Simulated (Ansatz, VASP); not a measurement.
**One calculation of Li2O, two programs**

```xyz
3
Lattice="0.0000 2.3000 2.3000 2.3000 0.0000 2.3000 2.3000 2.3000 0.0000" Properties=species:S:1:pos:R:3 pbc="T T T"
O     0.0000    0.0000    0.0000
Li    1.1500    1.1500    1.1500
Li    3.4500    3.4500    3.4500
```

Alike in both runs: task single point; functional LDA; k mesh 6 × 6 × 6; occupations gaussian, width 0.1 eV; no spin polarisation.

```csv
,VASP,Ansatz
version,VASP 6.6.1,Ansatz 0.2.0
potentials or method,"VASP PAW LDA potentials, release 64 (O, Li_sv), cutoff 750 eV","scalar-relativistic, plane waves, PAW"
valence electrons in the cell,12,12
```

Ansatz gave:

* gap on the k mesh at the Fermi level (eV): 4.84
* least direct gap on the mesh (eV): 5.34
* pressure (GPa): -5.8

**Question.** Which values does VASP return?

**Answer.** gap on the k mesh at the Fermi level (eV): 4.83; least direct gap on the mesh (eV): 5.34; pressure (GPa): -6.0.

Ansatz warns that its potentials were made for another functional, while VASP's fit it. LDA's correlation is that of Perdew and Zunger in VASP and of Perdew and Wang (1992) in Ansatz.
